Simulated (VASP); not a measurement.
Wanted: the native input for a VASP 6.6.1 run.

| Quantity | Value |
| --- | --- |
| Task | relaxation of cell and atoms |
| Functional | PBE |
| Potentials or basis | VASP PAW PBE potentials, release 64 (Al, N) |
| Cutoff | 600 eV |
| k mesh | 4 × 4 × 3 |
| Occupations | gaussian, width 0.01 eV |
| Spin | no spin polarisation |
| Dipole correction | no |
| Further INCAR settings | ALGO = Normal; EDIFF = 1e-07; IBRION = 2; EDIFFG = -0.01; NSW = 80; ISIF = 3 |

The structure of AlN lies in POSCAR:

```
AlN
1.0
    1.5861601647     -2.7067563025      0.0361435456
    1.6215740500      2.7272025187     -0.0085093536
    0.0433635688     -0.0404545412      5.2117238466
Al N
2 2
Direct
    0.3228203543      0.6597441995      0.0028740391
    0.6732073133      0.3346062941      0.4947820283
    0.3347667556      0.6692767252      0.3722055356
    0.6728021081      0.3398413501      0.8755757366
```

These files were run (other wordings do the same):

INCAR

```
PREC = Accurate ; ENCUT = 600
EDIFF = 1E-7 ; ISMEAR = 0
SIGMA = 0.01 ; LREAL = F
LASPH = T ; NELM = 120
ALGO = Normal ; ISIF = 3
LWAVE = F ; LCHARG = F
GGA = PE ; IBRION = 2
NSW = 80 ; EDIFFG = -0.01
GGA_COMPAT = F ; NELMIN = 4
```

KPOINTS

```
regular mesh
0
Gamma
  4 4 3
```

Potentials or basis: VASP PAW PBE potentials, release 64 (Al, N).

Run with:

```sh
$ cat potpaw_PBE.64/Al/POTCAR potpaw_PBE.64/N/POTCAR > POTCAR
$ mpirun -np 1 vasp_std > vasp.out
```

It gave:

```json
{"Relaxed volume": "10.62 Å³/atom", "Relaxed cell": "a = 3.130 Å, b = 3.130 Å, c = 5.007 Å, α = 89.99°, β = 89.99°, γ = 120.01°", "Space group after relaxing (to 0.05 Å)": "P6_3mc (No. 186)", "Energy gained by relaxing": "43.6 meV/atom", "Ionic steps": "13", "Pressure after relaxing": "0.0 GPa", "Largest force after relaxing": "0.007 eV/Å", "Band gap on the k mesh": "4.04 eV, direct"}
```

Caveat: the k points lie up to 0.58 Å⁻¹ apart in the final cell.

Run time: 2.1 min on 1 thread of Intel(R) Xeon(R) Platinum 8259CL CPU @ 2.50GHz (Skylake/Cascade Lake), on a shared host, peak memory 0.18 GiB.
